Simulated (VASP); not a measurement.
# ZrIn2S2 (Cmmm) in VASP: notebook, part 3 of 3

VASP 6.6.1.

## Step 6: Relaxation of cell and atoms, PBE

File INCAR:

```
SYSTEM = ZrIn2S2
PREC     = Accurate       ! precision mode
ENCUT    = 600            ! plane-wave cutoff, eV
EDIFF    = 1E-7           ! SCF threshold, eV
ISMEAR   = 0              ! smearing method
SIGMA    = 0.1            ! smearing width, eV
LREAL    = .FALSE.        ! projectors in reciprocal space
LASPH    = .TRUE.         ! aspherical terms in the spheres
NELM     = 60             ! most SCF steps
ALGO     = Normal         ! electronic algorithm
ISIF     = 3              ! what is computed and relaxed
LWAVE    = .FALSE.        ! write WAVECAR
LCHARG   = .FALSE.        ! write CHGCAR
GGA      = PE             ! functional
IBRION   = 2              ! ionic algorithm
NSW      = 90             ! ionic steps
EDIFFG   = -0.04          ! ionic threshold
```

File KPOINTS:

```
Automatic mesh
0
G
  6 6 6
  0 0 0
```

File POSCAR:

```
ZrIn2S2
1.0
    1.6305640848    -10.4932786027      0.0000000000
    1.6305640848     10.4932786027      0.0000000000
    0.0000000000      0.0000000000      3.2797081956
Zr In S
1 2 2
Direct
    0.0000000000      0.0000000000      0.0000000000
    0.1782372106      0.8217627894      0.0000000000
    0.8217627894      0.1782372106      0.0000000000
    0.4304304596      0.5695695404      0.5000000000
    0.5695695404      0.4304304596      0.5000000000
```

Potentials or basis: VASP PAW PBE potentials, release 64 (Zr_sv, In_d, S).

Command:

```bash
$ cat potpaw_PBE.64/Zr_sv/POTCAR potpaw_PBE.64/In_d/POTCAR potpaw_PBE.64/S/POTCAR > POTCAR
$ mpirun -np 1 vasp_std > vasp.out
```

OUTCAR:

```text
SYSTEM = ZrIn2S2
   PREC = Accurate
   ENCUT = 600
   EDIFF = 1E-7
   ISMEAR = 0
   LREAL = .FALSE.
   LASPH = .TRUE.
   NELM = 60
   ISIF = 3
   GGA = PE
   IBRION = 2
   NSW = 90
   EDIFFG = -0.04

 ion  position               nearest neighbor table
   1  0.000  0.000  0.000-   5 2.73   5 2.73   4 2.73   4 2.73   5 2.73   5 2.73   4 2.73   4 2.73
                             2 3.74   3 3.74
   2  0.178  0.822  0.000-   5 3.25   5 3.25   5 3.25   5 3.25   3 3.43   3 3.43   1 3.74
   3  0.822  0.178  0.000-   4 3.25   4 3.25   4 3.25   4 3.25   2 3.43   2 3.43   1 3.74
   4  0.430  0.570  0.500-   1 2.73   1 2.73   1 2.73   1 2.73   3 3.25   3 3.25   3 3.25   3 3.25

   5  0.570  0.430  0.500-   1 2.73   1 2.73   1 2.73   1 2.73   2 3.25   2 3.25   2 3.25   2 3.25

  LATTYP: Found a base centered orthorhombic cell.
 ALAT       =     3.2611281696
 B/A-ratio  =     6.4353671840
 C/A-ratio  =     1.0056974228
[... 392 lines left out ...]
  free energy    TOTEN  =       -25.68483855 eV

  energy without entropy =      -25.67721119  energy(sigma->0) =      -25.68102487

 E-fermi :   7.6714     XC(G=0): -10.3373

 val. band max:        7.6273907652   @ k =   0.5000  -0.0000   0.3333
 cond. band min:       7.6880383714   @ k =   0.3333  -0.0000   0.5000
 fundamental gap:      0.0606476062
 Fermi energy:         7.6713986436

 k-point     1 :       0.0000    0.0000    0.0000
  band No.  band energies     occupation
      1     -41.7689      2.00000
      2     -19.9072      2.00000
      3     -19.5833      2.00000
      4     -19.5798      2.00000
      5      -7.3671      2.00000
      6      -7.3613      2.00000
[... 781 lines left out ...]
     29      10.7675      0.00000
     30      11.0121      0.00000

 [... further k-points ...]

------------------------ aborting loop because EDIFF is reached ----------------------------------------

  FORCE on cell =-STRESS in cart. coord.  units (eV):
  Direction    XX          YY          ZZ          XY          YZ          ZX
  --------------------------------------------------------------------------------------
  -------------------------------------------------------------------------------------
  Total        0.0132101     -0.0123803      0.0509687      0.0000000      0.0000000      0.0000000
  in kB        0.1894668     -0.1775658      0.7310215      0.0000000      0.0000000      0.0000000
  external PRESSURE =       0.2476408 kB  Pullay stress =       0.0000000 kB
[... 20 lines left out ...]
  FREE ENERGIE OF THE ION-ELECTRON SYSTEM (eV)
  ---------------------------------------------------
  free  energy   TOTEN  =       -25.6848385528 eV

  energy  without entropy=      -25.6772111870  energy(sigma->0) =      -25.68102487

 reached required accuracy - stopping structural energy minimisation
```

OSZICAR:

```text
N       E                     dE             d eps       ncg     rms          rms(c)
DAV:   1     0.585182397709E+03    0.58518E+03   -0.25954E+04  3126   0.220E+03
[... 104 lines left out ...]
DAV:   1    -0.256851776532E+02   -0.72175E-03   -0.10158E-01  4036   0.211E+00    0.186E-01
DAV:   2    -0.256849584519E+02    0.21920E-03   -0.60556E-03  4094   0.624E-01    0.779E-02
DAV:   3    -0.256848761575E+02    0.82294E-04   -0.34633E-04  4388   0.168E-01    0.468E-02
DAV:   4    -0.256848460975E+02    0.30060E-04   -0.67710E-05  5440   0.749E-02    0.247E-02
DAV:   5    -0.256848407558E+02    0.53417E-05   -0.15447E-05  4904   0.239E-02    0.106E-02
DAV:   6    -0.256848390531E+02    0.17027E-05   -0.29394E-06  5684   0.127E-02    0.420E-03
DAV:   7    -0.256848384796E+02    0.57352E-06   -0.45196E-07  3316   0.470E-03    0.965E-04
DAV:   8    -0.256848385528E+02   -0.73214E-07   -0.69453E-08  1890   0.221E-03
  10 F= -.25684839E+02 E0= -.25681025E+02  d E =-.382630E-03
```

Run time: 57 min. Hardware: 1 thread of Intel Xeon Platinum 8259CL at 2.50GHz (Skylake/Cascade Lake), shared host; peak memory 0.65 GiB.

What came out:

* Free energy: -25.6848 eV
* Relaxed volume: 22.34 Å³/atom
* Relaxed cell: a = 10.517 Å, b = 10.517 Å, c = 3.280 Å, α = 90.00°, β = 90.00°, γ = 162.06°
* Space group after relaxing (to 0.1 Å): Cmmm (No. 65)
* Energy gained by relaxing: 4.8 meV/atom
* Ionic steps: 10
* Pressure after relaxing: 0.0 GPa
* Largest force after relaxing: 0.021 eV/Å
* Band gap on the k mesh: zero (bands 25 and 26 overlap by 1.32 eV)

Forces in eV/Å, atoms in the order of the input:
```
Zr   0.000  0.000  0.000
In   0.000  0.018  0.000
In   0.000 -0.018  0.000
S    0.000 -0.021  0.000
S    0.000  0.021  0.000
```

The path:
```
step  energy change (eV)  largest force (eV/Å)  pressure (GPa)  volume (Å³)
   1              0.0000                0.2256           -0.28       112.23
   2             -0.0075                0.2001            0.05       111.60
   3             -0.0110                0.1549            0.52       110.77
   4             -0.0157                0.1253            0.30       111.01
   5             -0.0197                0.0456           -0.16       111.55
   6             -0.0222                0.0248           -0.02       111.37
   7             -0.0225                0.0353            0.06       111.27
   8             -0.0230                0.0415            0.04       111.37
   9             -0.0234                0.0551            0.01       111.59
  10             -0.0238                0.0208            0.02       111.71
```

Final structure:
```cif
data_structure
_symmetry_space_group_name_H-M 'P 1'
_symmetry_Int_Tables_number 1
_cell_length_a 10.5171
_cell_length_b 10.5171
_cell_length_c 3.2796
_cell_angle_alpha 90.000
_cell_angle_beta 90.000
_cell_angle_gamma 162.065
_cell_volume 111.71
loop_
_atom_site_label
_atom_site_type_symbol
_atom_site_fract_x
_atom_site_fract_y
_atom_site_fract_z
_atom_site_occupancy
Zr1 Zr 0.00000 0.00000 0.00000 1
In1 In 0.17459 0.82541 0.00000 1
In2 In 0.82541 0.17459 0.00000 1
S1 S 0.43013 0.56987 0.50000 1
S2 S 0.56987 0.43013 0.50000 1
```

Levels at points of the mesh, in eV from the Fermi level:
| k point | band 21 | band 22 | band 23 | band 24 | band 25 | band 26 | band 27 | band 28 | band 29 | band 30 |
| --- | --- | --- | --- | --- | --- | --- | --- | --- | --- | --- |
| (0.00, 0.00, 0.00) | -2.41 | -1.93 | -1.80 | -1.79 | -0.95 | 0.61 | 0.97 | 2.64 | 3.83 | 4.11 |
| (0.50, 0.00, 0.00) | -3.33 | -3.26 | -2.91 | -1.12 | -0.86 | -0.57 | 0.23 | 1.59 | 2.79 | 3.13 |
| (0.50, 0.50, 0.00) | -2.41 | -2.40 | -1.93 | -1.79 | -1.79 | 0.96 | 1.93 | 2.64 | 3.80 | 4.11 |
| (0.00, 0.00, 0.50) | -3.33 | -2.90 | -2.16 | -1.43 | -1.27 | -0.85 | 0.58 | 1.59 | 2.57 | 3.24 |
| (0.50, 0.00, 0.50) | -4.80 | -2.15 | -1.85 | -1.26 | -0.33 | 0.08 | 0.21 | 0.29 | 1.19 | 2.90 |
| (0.50, 0.50, 0.50) | -3.70 | -3.36 | -2.90 | -0.85 | -0.73 | -0.25 | 0.14 | 1.59 | 1.86 | 2.86 |

Caveat: spin-orbit coupling is left out, which moves the levels of the heavy elements.

## Step 7: Summary

```csv
task,cell,k mesh,cutoff (eV),gap on the mesh (eV),pressure (GPa),relaxed volume (Å³/atom),largest force (eV/Å)
single point,"a = 10.619, b = 10.619, c = 3.280 Å, angles 90.0, 90.0, 162.3°, 5 atoms, atomic positions A",4 × 4 × 4,520,none,0.0,-,-
single point,"a = 7.781, b = 7.781, c = 3.959 Å, angles 90.0, 90.0, 149.6°, 5 atoms, atomic positions B",4 × 4 × 4,520,none,0.5,-,3.49
single point,"a = 10.545, b = 10.545, c = 3.282 Å, angles 90.0, 90.0, 162.1°, 5 atoms, atomic positions C",6 × 6 × 6,520,none,-0.1,-,-
relaxation of cell and atoms,"relaxed from a = 7.781, b = 7.781, c = 3.959 Å, angles 90.0, 90.0, 149.6°, 5 atoms, atomic positions B",4 × 4 × 4,600,none,-0.1,22.42,0.03
relaxation of cell and atoms,"relaxed from a = 10.619, b = 10.619, c = 3.280 Å, angles 90.0, 90.0, 162.3°, 5 atoms, atomic positions A",6 × 6 × 6,600,none,0.0,22.34,0.02
```

Alike in all rows: level PBE; potentials or basis VASP PAW PBE potentials, release 64 (Zr_sv, In_d, S); no spin polarisation; smearing gaussian 0.1 eV.

Caveats: some runs use coarse meshes; spin-orbit coupling is left out, which moves the levels of the heavy elements; forces of over 1 eV/Å act on the atoms, so gaps and moduli don't describe the material at rest (at least some runs); a cell axis changed by over 15 % at a fixed basis, so the end point is rough (at least some runs).

Total energies depend on the potentials used, so only differences within one code and one set of settings carry meaning.
